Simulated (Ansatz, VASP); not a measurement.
MgB2: VASP beside Ansatz

```
CELL_PARAMETERS angstrom
3.08500 0.00000 0.00000
-1.54250 2.67169 0.00000
0.00000 0.00000 3.52300
ATOMIC_POSITIONS crystal
Mg 0.00000 0.00000 0.05000
B 0.33333 0.66667 0.50000
B 0.66667 0.33333 0.50000
```

Alike in both runs: task single point; functional PBEsol; k mesh 7 × 7 × 6; occupations gaussian, width 0.1 eV; no spin polarisation.

|  | VASP | Ansatz |
| --- | --- | --- |
| version | VASP 6.6.1 | Ansatz 0.2.0 |
| potentials or method | VASP PAW PBE potentials, release 64 (Mg, B), cutoff 600 eV | plane waves, PAW |
| valence electrons in the cell | 8 | 16 |

VASP gave:

| Quantity | Value |
| --- | --- |
| gap on the k mesh at the Fermi level (eV) | none |
| rms of the force components (eV/Å) | 0.486 |

Problem. Which values does Ansatz return?

Solution. gap on the k mesh at the Fermi level (eV): none; rms of the force components (eV/Å): 0.481.

VASP's potentials were made for PBE, not for PBEsol. Atom by atom the forces differ by 0.005 eV/Å (rms over components). A gap of «none» marks a metal or a gap that the smearing closes. VASP's potentials hold 8 valence electrons a cell and Ansatz's 16, so a difference there can come from the potentials and not from the codes.
